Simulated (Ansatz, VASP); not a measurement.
# Two plane-wave programs on Ag

```
Ag
1.0
    -1.65160    1.65160    1.65160
     1.65160   -1.65160    1.65160
     1.65160    1.65160   -1.65160
Ag
1
Direct
  0.00000 0.00000 0.00000
```

Alike in both runs: functional PBE; k mesh 18 × 18 × 18; occupations gaussian, width 0.1 eV; no spin polarisation.

Ansatz relaxed the structure, and its values are those at the end. VASP's run is a single point on that final structure, the one shown.

|  | VASP | Ansatz |
| --- | --- | --- |
| version | VASP 6.6.1 | Ansatz 0.2.0 |
| potentials or method | VASP PAW PBE potentials, release 64 (Ag), cutoff 520 eV | scalar-relativistic, plane waves, PAW |
| valence electrons in the cell | 11 | 19 |

Ansatz gave:

| Item | Value |
| --- | --- |
| gap on the k mesh at the Fermi level (eV) | none |
| pressure (GPa) | 0.0 |

Question: Estimate VASP's values.

Answer: gap on the k mesh at the Fermi level (eV): none; pressure (GPa): -0.1.

A gap of «none» marks a metal or a gap that the smearing closes. The functional is the same, so the differences come from potentials, cutoffs and numerics. VASP's potentials hold 11 valence electrons a cell and Ansatz's 19, so a difference there can come from the potentials and not from the codes.
